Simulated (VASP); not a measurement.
# F (C2/c) in VASP: single point with PBE

Aim: the single point of F with PBE.

All numbers are computed with VASP 6.6.1; they aren't measurements. Logs are shortened: lines on timing, memory, paths and dates and some standing lists are left out, and cuts for length are marked.

**1. The cell of the first run**

It takes space group C2/c (No. 15, monoclinic). Conventional cell: a = 5.500 Å, b = 3.280 Å, c = 7.280 Å, α = 90.00°, β = 102.17°, γ = 90.00°. Within 2.0 Å of F (site symmetry 1) lie 1 F at 1.49 Å.

**2. Single point, PBE**

Contents of POSCAR:

```
F
1.0
    2.7500000000     -1.6400000000      0.0000000000
    2.7500000000      1.6400000000      0.0000000000
   -1.5347200000      0.0000000000      7.1163900000
F
4
Direct
    0.9680000000      0.6020000000      0.0997000000
    0.3980000000      0.0320000000      0.4003000000
    0.0320000000      0.3980000000      0.9003000000
    0.6020000000      0.9680000000      0.5997000000
```

Contents of INCAR.step1:

```
PREC     = Accurate       # precision mode
ENCUT    = 520            # plane-wave cutoff, eV
EDIFF    = 1E-6           # SCF threshold, eV
ISMEAR   = -1             # smearing method
SIGMA    = 0.02           # smearing width, eV
LREAL    = F              # projectors in reciprocal space
LASPH    = T              # aspherical terms in the spheres
NELM     = 100            # most SCF steps
ALGO     = Normal         # electronic algorithm
ISIF     = 2              # what is computed and relaxed
LWAVE    = F              # write WAVECAR
LCHARG   = T              # write CHGCAR
GGA      = PE             # functional
NBANDS   = 22             # bands
```

Contents of KPOINTS.step1:

```
regular mesh
0
Gamma
  9 9 4
```

Contents of INCAR.step2:

```
PREC     = Accurate       # precision mode
ENCUT    = 520            # plane-wave cutoff, eV
EDIFF    = 1E-6           # SCF threshold, eV
ISMEAR   = -5             # smearing method
SIGMA    = 0.02           # smearing width, eV
LREAL    = F              # projectors in reciprocal space
LASPH    = T              # aspherical terms in the spheres
NELM     = 100            # most SCF steps
ALGO     = Normal         # electronic algorithm
ISIF     = 2              # what is computed and relaxed
LWAVE    = F              # write WAVECAR
LCHARG   = F              # write CHGCAR
GGA      = PE             # functional
LORBIT   = 10             # projections on sites
NBANDS   = 22             # bands
NEDOS    = 1001           # points of the DOS
ICHARG   = 11             # starting density
```

Contents of KPOINTS.step2:

```
regular mesh
0
Gamma
  14 14 6
```

Potentials or basis: VASP PAW PBE potentials, release 64 (F).

The run is started by

```
$ cat potpaw_PBE.64/F/POTCAR > POTCAR
$ cp INCAR.step1 INCAR
$ cp KPOINTS.step1 KPOINTS
$ mpirun -np 1 vasp_std > vasp.out
$ cp INCAR.step2 INCAR
$ cp KPOINTS.step2 KPOINTS
$ mpirun -np 1 vasp_std > vasp.out
```

OUTCAR:

```text
PREC = Accurate
   ENCUT = 520
   EDIFF = 1E-6
   ISMEAR = -5
   LREAL = F
   LASPH = T
   NELM = 100
   ISIF = 2
   GGA = PE
   LORBIT = 10
   ICHARG = 11

 ion  position               nearest neighbor table
   1  0.968  0.602  0.100-   3 1.49
   2  0.398  0.032  0.400-   4 1.49
   3  0.032  0.398  0.900-   1 1.49
   4  0.602  0.968  0.600-   2 1.49

  LATTYP: Found a base centered monoclinic cell.
 ALAT       =     5.5000000000
 B/A-ratio  =     0.5963636364
 C/A-ratio  =     1.3236360154
 COS(beta)  =    -0.2108132423

  Lattice vectors:

 A1 = (   2.7500000000,  -1.6400000000,   0.0000000000)
 A2 = (   2.7500000000,   1.6400000000,   0.0000000000)
 A3 = (  -1.5347200000,   0.0000000000,   7.1163900000)

Analysis of symmetry for initial positions (statically):
=====================================================================
 Subroutine PRICEL returns:
 Original cell was already a primitive cell.

 Routine SETGRP: Setting up the symmetry group for a
 base centered monoclinic supercell.

 Subroutine GETGRP returns: Found  4 space group operations
 (whereof  2 operations were pure point group operations)
 out of a pool of  4 trial point group operations.

The static configuration has the point symmetry S_2 .
 The point group associated with its full space group is C_2h.

Analysis of symmetry for dynamics (positions and initial velocities):
=====================================================================
 Subroutine PRICEL returns:
 Original cell was already a primitive cell.

 Routine SETGRP: Setting up the symmetry group for a
 base centered monoclinic supercell.

 Subroutine GETGRP returns: Found  4 space group operations
 (whereof  2 operations were pure point group operations)
 out of a pool of  4 trial point group operations.

The dynamic configuration has the point symmetry S_2 .
 The point group associated with its full space group is C_2h.

 Subroutine INISYM returns: Found  4 space group operations
 (whereof  2 operations are pure point group operations),
 and found     1 'primitive' translations

----------------------------------------------------------------------------------------

                                     Primitive cell

  volume of cell :      64.1898

  direct lattice vectors                    reciprocal lattice vectors
     2.750000000 -1.640000000  0.000000000     0.181818182 -0.304878049  0.039210892
     2.750000000  1.640000000  0.000000000     0.181818182  0.304878049  0.039210892
    -1.534720000  0.000000000  7.116390000     0.000000000  0.000000000  0.140520685

  length of vectors
     3.201890067  3.201890067  7.279998085     0.357135786  0.357135786  0.140520685

  position of ions in fractional coordinates (direct lattice)
     0.968000000  0.602000000  0.099700000
     0.398000000  0.032000000  0.400300000
     0.032000000  0.398000000  0.900300000
     0.602000000  0.968000000  0.599700000

  ion indices of the primitive-cell ions
   primitive index   ion index
                 1           1
                 2           2
                 3           3
                 4           4

----------------------------------------------------------------------------------------

 KPOINTS: regular mesh

Automatic generation of k-mesh.
 Grid dimensions read from file:
 generate k-points for:   14   14    6

 Generating k-lattice:

  Cartesian coordinates                     Fractional coordinates (reciprocal lattice)
     0.012987013 -0.021777003  0.002800778     0.071428571  0.000000000  0.000000000
     0.012987013  0.021777003  0.002800778     0.000000000  0.071428571  0.000000000
     0.000000000  0.000000000  0.023420114     0.000000000  0.000000000  0.166666667

  Length of vectors
     0.025509699  0.025509699  0.023420114

  Shift w.r.t. Gamma in fractional coordinates (k-lattice)
     0.000000000  0.000000000  0.000000000

 TETIRR: Found   1764 inequivalent tetrahedra from     7056

 Subroutine IBZKPT returns following result:
 ===========================================

 Found    324 irreducible k-points:

 Following reciprocal coordinates:
            Coordinates               Weight
  0.000000  0.000000  0.000000      1.000000
  0.071429  0.000000 -0.000000      4.000000
  0.142857  0.000000  0.000000      4.000000
  0.214286 -0.000000 -0.000000      4.000000
  0.285714 -0.000000  0.000000      4.000000
  0.357143  0.000000  0.000000      4.000000
[... 16 lines left out ...]
  0.214286  0.142857  0.000000      4.000000
  0.285714  0.142857  0.000000      4.000000
 [... further k-points ...]
   k-points           NKPTS =    324   k-points in BZ     NKDIM =    324   number of bands    NBANDS=     22
   number of dos      NEDOS =   1001   number of ions     NIONS =      4
   total plane-waves  NPLWV =  31104
   dimension x,y,z NGX =    24 NGY =   24 NGZ =   54
   dimension x,y,z NGXF=    48 NGYF=   48 NGZF=  108
   ions per type =               4
   NGX,Y,Z   is equivalent  to a cutoff of  12.46, 12.46, 12.33 a.u.
   NGXF,Y,Z  is equivalent  to a cutoff of  24.92, 24.92, 24.66 a.u.
 SYSTEM =  unknown system
   PREC   = accura    normal or accurate (medium, high low for compatibility)
   ISTART =      0    job   : 0-new  1-cont  2-samecut
   ICHARG =     11    charge: 1-file 2-atom 10-const
   ISPIN  =      1    spin polarized calculation?
   LNONCOLLINEAR =      F non collinear calculations
   LSORBIT =      F    spin-orbit coupling
   LASPH  =      T    aspherical Exc in radial PAW
   ENCUT  =  520.0 eV  38.22 Ry    6.18 a.u.   5.95  5.95 13.54*2*pi/ulx,y,z
   NELM   =    100;   NELMIN=  2; NELMDL=  0     # of ELM steps
   EDIFF  = 0.1E-05   stopping-criterion for ELM
   LREAL  =      F    real-space projection
   EDIFFG = 0.1E-04   stopping-criterion for IOM
   NSW    =      0    number of steps for IOM
   IBRION =     -1    ionic relax: 0-MD 1-quasi-New 2-CG
   NFREE  =      0    steps in history (QN), initial steepest desc. (CG)
   ISIF   =      2    stress and relaxation
   ISYM   =      2    0-nonsym 1-usesym 2-fastsym
   POTIM  = 0.5000    time-step for ionic-motion
   TEBEG  =    0.0;   TEEND  =   0.0 temperature during run
   PSTRESS=    0.0 pullay stress
   NELECT =      28.0000    total number of electrons
   NUPDOWN=      -1.0000    fix difference up-down
   EMIN   =  10.00;   EMAX   =-10.00  energy-range for DOS
   EFERMI =   0.00;   METHOD = LEGACY
   ISMEAR =    -5;   SIGMA  =   0.02  broadening in eV -4-tet -1-fermi 0-gaus
   EFERMI_NEDOS =   21; number of points for ismear=-14 and -15
   IALGO  =     38    algorithm
   IMIX   =      4    mixing-type and parameters
     AMIX     =   0.40;   BMIX     =  1.00
     AMIX_MAG =   1.60;   BMIX_MAG =  1.00
  volume/ion in A,a.u.               =      16.05       108.29
  Fermi-wavevector in a.u.,A,eV,Ry     =   1.241572  2.346232 20.973411  1.541502
  Thomas-Fermi vector in A             =   2.375964
   LORBIT       =     10    0 simple, 1 ext, 2 COOP (PROOUT), +10 PAW based schemes
   GGA     = PE    functional components
   LHFCALC =     F    Hartree Fock is set to
   AEXX    =    0.0000 exact exchange contribution
   IVDW    =     0    specifies the selected vdW correction
   LEPSILON=     F    determine dielectric tensor
   LRPA    =     F    only Hartree local field effects (RPA)
 non-spin polarized calculation
 Fermi weights with tetrahedron method with Bloechl corrections
  energy-cutoff  :      520.00
  volume of cell :       64.19
 maximum number of plane-waves:      1749

 number of electron      28.0000004 magnetization

 Free energy of the ion-electron system (eV)
  ---------------------------------------------------
  ext. energy  EPLUGINS =         0.00000000
  ---------------------------------------------------
  free energy    TOTEN  =        -7.18248515 eV

  energy without entropy =       -7.18248515  energy(sigma->0) =       -7.18248515

 E-fermi :  -5.3813     XC(G=0):  -7.6629

 val. band max:       -5.3985432263   @ k =   0.0000   0.0000   0.0000
 cond. band min:      -3.4737447148   @ k =   0.0000   0.0000   0.0000
 fundamental gap:      1.9247985115
 Fermi energy:        -5.3813035672

 k-point     1 :       0.0000    0.0000    0.0000
  band No.  band energies     occupation
      1     -29.2956      2.00000
      2     -29.1700      2.00000
      3     -24.3438      2.00000
      4     -24.0268      2.00000
      5     -11.5015      2.00000
      6     -10.7103      2.00000
[... 14 lines left out ...]
     21      13.9678      0.00000
     22      16.9909      0.00000

 k-point     2 :       0.0714    0.0000   -0.0000
  band No.  band energies     occupation
      1     -29.2891      2.00000
      2     -29.1666      2.00000
      3     -24.3375      2.00000
      4     -24.0281      2.00000
      5     -11.4916      2.00000
      6     -10.7194      2.00000
[... 14 lines left out ...]
     21      14.0835      0.00000
     22      16.0832      0.00000

 k-point     3 :       0.1429    0.0000    0.0000
  band No.  band energies     occupation
      1     -29.2707      2.00000
      2     -29.1572      2.00000
      3     -24.3181      2.00000
      4     -24.0327      2.00000
      5     -11.4623      2.00000
      6     -10.7467      2.00000
[... 14 lines left out ...]
     21      14.3639      0.00000
     22      14.6515      0.00000

 k-point     4 :       0.2143   -0.0000   -0.0000
  band No.  band energies     occupation
      1     -29.2431      2.00000
      2     -29.1446      2.00000
      3     -24.2885      2.00000
      4     -24.0411      2.00000
      5     -11.4153      2.00000
      6     -10.7914      2.00000
[... 14 lines left out ...]
     21      13.4409      0.00000
     22      14.5202      0.00000

 k-point     5 :       0.2857   -0.0000    0.0000
  band No.  band energies     occupation
      1     -29.2108      2.00000
      2     -29.1319      2.00000
      3     -24.2516      2.00000
      4     -24.0545      2.00000
      5     -11.3529      2.00000
      6     -10.8522      2.00000
[... 417 lines left out ...]
 k-point    22 :       0.1429    0.1429    0.0000
  band No.  band energies     occupation
      1     -29.2689      2.00000
      2     -29.1575      2.00000
      3     -24.3112      2.00000
      4     -24.0315      2.00000
      5     -11.4435      2.00000
      6     -10.7546      2.00000
[... 14 lines left out ...]
     21      14.6822      0.00000
     22      15.0554      0.00000

 k-point    23 :       0.2143    0.1429    0.0000
  band No.  band energies     occupation
      1     -29.2514      2.00000
      2     -29.1494      2.00000
      3     -24.2904      2.00000
      4     -24.0355      2.00000
      5     -11.4078      2.00000
      6     -10.7833      2.00000
[... 14 lines left out ...]
     21      14.1193      0.00000
     22      14.6755      0.00000

 k-point    24 :       0.2857    0.1429    0.0000
  band No.  band energies     occupation
      1     -29.2259      2.00000
      2     -29.1383      2.00000
      3     -24.2613      2.00000
      4     -24.0437      2.00000
      5     -11.3574      2.00000
      6     -10.8277      2.00000
[... 14 lines left out ...]
     21      13.1716      0.00000
     22      14.0269      0.00000

 [... further k-points ...]

------------------------ aborting loop because EDIFF is reached ----------------------------------------

  FORCE on cell =-STRESS in cart. coord.  units (eV):
  Direction    XX          YY          ZZ          XY          YZ          ZX
  --------------------------------------------------------------------------------------
  -------------------------------------------------------------------------------------
  Total        0.1072810     -0.3622553     -4.6011655      0.0000000      0.0000000     -0.2432363
  in kB        2.6777319     -9.0418873   -114.8450181      0.0000000      0.0000000     -6.0711752
  external PRESSURE =     -40.4030578 kB  Pullay stress =       0.0000000 kB

 VOLUME and BASIS-vectors are now :
 -----------------------------------------------------------------------------
  energy-cutoff  :      520.00
  volume of cell :       64.19
      direct lattice vectors                 reciprocal lattice vectors
     2.750000000 -1.640000000  0.000000000     0.181818182 -0.304878049  0.039210892
     2.750000000  1.640000000  0.000000000     0.181818182  0.304878049  0.039210892
    -1.534720000  0.000000000  7.116390000     0.000000000  0.000000000  0.140520685

 POSITION                                       TOTAL-FORCE (eV/Angst)
 -----------------------------------------------------------------------------------
      4.16449     -0.60024      0.70950        -0.114304     -0.500066     -1.583869
      0.56815     -0.60024      2.84869         0.114304     -0.500066      1.583869
     -0.19921      0.60024      6.40689         0.114304      0.500066      1.583869
      3.39713      0.60024      4.26770        -0.114304      0.500066     -1.583869
 -----------------------------------------------------------------------------------
    total drift:                                0.000000     -0.000000      0.000000

  FREE ENERGIE OF THE ION-ELECTRON SYSTEM (eV)
  ---------------------------------------------------
  free  energy   TOTEN  =        -7.1824851476 eV

  energy  without entropy=       -7.1824851476  energy(sigma->0) =       -7.18248515

 total charge

# of ion       s       p       d       tot
------------------------------------------
    1        1.766   4.076   0.000   5.842
    2        1.766   4.076   0.000   5.842
    3        1.766   4.076   0.000   5.842
    4        1.766   4.076   0.000   5.842
--------------------------------------------------
tot          7.063  16.306   0.000  23.369
```

It took 3.5 min on 1 thread of Intel Xeon Platinum 8375C at 2.90GHz (Ice Lake), shared host; peak memory 0.39 GiB.

What came out:

```
Valence electrons inside the program's atomic spheres : F 5.84
```
